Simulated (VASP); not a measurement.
The system is HfH6.

```
Hf H
1.0
    -2.46618    2.46618    2.42900
     2.46618   -2.46618    2.42900
     2.46618    2.46618   -2.42900
Hf H
1 6
Direct
  0.00000 0.00000 0.00000
  0.00000 0.29319 0.29319
  0.00000 0.70681 0.70681
  0.29319 0.00000 0.29319
  0.70681 0.00000 0.70681
  0.50000 0.00000 0.50000
  0.00000 0.50000 0.50000
```

* Program: VASP 6.6.1
* Task: relaxation of cell and atoms
* Functional: PBE
* Potentials or basis: VASP PAW PBE potentials, release 64 (Hf_pv, H)
* Cutoff: 600 eV
* k mesh: 6 × 6 × 6
* Occupations: gaussian, width 0.1 eV
* Spin: no spin polarisation

At the start: pressure 44.9 GPa; volume 8.44 Å³/atom.

Problem. How do energy, volume and symmetry change on relaxing?

Solution. Over 20 steps the energy falls by 1114.7 meV/atom and the volume is 8.72 Å³/atom (+3.3 %); space group I4/mmm (No. 139, to 0.05 Å).

Step by step:
```csv
step,energy change (eV),largest force (eV/Å),pressure (GPa),volume (Å³)
1,0.0000,9.8425,44.93,59.09
2,-1.2066,11.8713,11.20,80.76
3,-6.1942,2.4356,9.87,69.27
4,-6.2275,2.0141,10.45,68.73
5,-6.2370,1.7235,10.89,68.36
6,-7.1320,0.0150,0.77,75.52
7,-7.1995,0.5289,-2.47,78.93
8,-7.2009,0.4760,-2.12,78.52
9,-7.3003,0.1572,-3.09,77.83
10,-7.3987,0.3243,-4.41,76.55
11,-7.3551,1.1488,-5.91,73.54
12,-7.4168,0.5934,-4.98,75.76
13,-7.4932,0.5490,-4.97,73.78
14,-7.6754,0.4135,-4.44,67.87
15,-7.4981,0.2087,0.77,56.22
16,-7.7225,0.3360,-3.63,64.31
17,-7.7783,0.1274,-2.40,62.96
18,-7.7999,0.1176,-0.88,61.60
19,-7.8000,0.1304,-0.78,61.53
20,-7.8032,0.0112,-0.33,61.07
```

Final structure:
```
Hf H
1.0
    -2.89218    2.89218    1.82514
     2.89218   -2.89218    1.82514
     2.89218    2.89218   -1.82514
Hf H
1 6
Cartesian
  -2.8922 2.8922 1.8251
  1.9448 0.0000 0.0000
  3.8396 0.0000 0.0000
  0.0000 1.9448 0.0000
  0.0000 3.8396 0.0000
  0.0000 2.8922 0.0000
  0.0000 2.8922 1.8251
```
